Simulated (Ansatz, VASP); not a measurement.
**B in VASP and in Ansatz**

The input INCAR:

```
PREC     = Accurate       # precision mode
ENCUT    = 520            # plane-wave cutoff, eV
EDIFF    = 1E-6           # SCF threshold, eV
ISMEAR   = -1             # smearing method
SIGMA    = 0.1            # smearing width, eV
LREAL    = False          # projectors in reciprocal space
LASPH    = True           # aspherical terms in the spheres
NELM     = 60             # most SCF steps
ALGO     = Normal         # electronic algorithm
ISIF     = 2              # what is computed and relaxed
LWAVE    = False          # write WAVECAR
LCHARG   = False          # write CHGCAR
GGA      = RP             # functional
NBANDS   = 14             # bands
```

Contents of KPOINTS:

```
regular mesh
0
Gamma
  23 23 2
```

Contents of POSCAR:

```
B
1.0
    1.7693253937      0.0000000000      0.0000000000
   -0.8846626969      1.5322807385      0.0000000000
    0.0000000000      0.0000000000     21.8714196323
B
4
Direct
    1.0000000000      1.0000000000      0.0000000000
    1.0000000000      0.0000000000      0.5000000000
    0.3333333333      0.6666666667      0.2500000000
    0.6666666667      0.3333333333      0.7500000000
```

Input for Ansatz:

```yaml
crystal:
  lattice:
    - [1.7693253937, 0.0, 0.0]
    - [-0.8846626969, 1.5322807385, 0.0]
    - [0.0, 0.0, 21.8714196323]
  atoms:
    - { symbol: B, position: [1.0, 1.0, 0.0] }
    - { symbol: B, position: [1.0, 0.0, 0.5] }
    - { symbol: B, position: [0.3333333333, 0.6666666667, 0.25] }
    - { symbol: B, position: [0.6666666667, 0.3333333333, 0.75] }
hamiltonian:
  xc: rpbe
  pseudopotentials:
    kind: paw
    azcp:
      B: "pseudopotentials/B.paw.azcp"
basis:
  ecutwfc: 420
  fft_grid_basis: typed
kpoints:
  mp_grid: { grid: [23, 23, 2], shift: [0, 0, 0] }
magnetization:
  spin_polarized: false
scf:
  occupations: { method: fermi_dirac, width: 0.1 }
  lower_state_search: "off"
output:
  stress: true
  write_density: true
  write_potential: true
  elf: true
  volumetric_format: npy
```

Alike in both runs: task single point; functional RPBE; k mesh 23 × 23 × 2; occupations fermi-dirac, width 0.1 eV; no spin polarisation.

|  | VASP | Ansatz |
| --- | --- | --- |
| version | VASP 6.6.1 | Ansatz 0.2.0 |
| potentials or method | VASP PAW PBE potentials, release 64 (B), cutoff 520 eV | plane waves (420 eV) with PAW, scalar-relativistic |
| valence electrons in the cell | 12 | 12 |

```tsv
	VASP	Ansatz	Ansatz less VASP
pressure (GPa)	-8.9	-8.8	+0.13
traceless stress, the component that is largest in VASP (GPa)	8.82	8.76	-0.061
```

VASP's potentials were made for PBE, not for RPBE.
